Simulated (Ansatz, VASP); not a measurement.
# Two plane-wave programs on CdF2

The input INCAR:

```
PREC = Accurate
ENCUT = 520
EDIFF = 1E-6
ISMEAR = 0
SIGMA = 0.05
LREAL = F
LASPH = T
NELM = 100
ALGO = Normal
ISIF = 2
LWAVE = F
LCHARG = F
GGA = PS
NBANDS = 20
```

The input KPOINTS:

```
Automatic mesh
0
Gamma
  8 8 8
```

POSCAR

```
CdF2
1.0
    0.0000000000      2.6913835873      2.5856122123
    2.6913835873      0.0000000000      2.5856122123
    2.6913835873      2.6913835873      0.0000000000
Cd F
1 2
Direct
    0.0000000000      0.0000000000      0.0000000000
    0.2500000000      0.2500000000      0.2500000000
    0.7500000000      0.7500000000      0.7500000000
```

Input for Ansatz:

```yaml
crystal:
  lattice:
    - [0.0, 2.6913835873, 2.5856122123]
    - [2.6913835873, 0.0, 2.5856122123]
    - [2.6913835873, 2.6913835873, 0.0]
  atoms:
    - { symbol: Cd, position: [0.0, 0.0, 0.0] }
    - { symbol: F, position: [0.25, 0.25, 0.25] }
    - { symbol: F, position: [0.75, 0.75, 0.75] }
basis:
  ecutwfc: 520.0
kpoints:
  mp_grid: { grid: [8, 8, 8] }
hamiltonian:
  xc: pbesol
scf:
  occupations: { method: gaussian, width: 0.05 }
output:
  forces: true
  stress: true
  eigenvalues: true
```

Alike in both runs: task single point; functional PBEsol; k mesh 8 × 8 × 8; occupations gaussian, width 0.05 eV; no spin polarisation.

|  | VASP | Ansatz |
| --- | --- | --- |
| version | VASP 6.6.1 | Ansatz 0.2.0 |
| potentials or method | VASP PAW PBE potentials, release 64 (Cd, F), cutoff 520 eV | scalar-relativistic, plane waves, PAW |
| valence electrons in the cell | 26 | 34 |

|  | VASP | Ansatz | Ansatz less VASP |
| --- | --- | --- | --- |
| gap on the k mesh at the Fermi level (eV) | 3.00 | 3.03 | +0.035 |
| least direct gap on the mesh (eV) | 3.43 | 3.46 | +0.035 |
| pressure (GPa) | 5.9 | 4.8 | -1.02 |
| traceless stress, the component that is largest in VASP (GPa) | 3.05 | 3.10 | +0.053 |

VASP's potentials were made for PBE, not for PBEsol. With one functional, cell and mesh, what is left measures potentials, basis and numerics. VASP's potentials hold 26 valence electrons a cell and Ansatz's 34, so a difference there can come from the potentials and not from the codes.
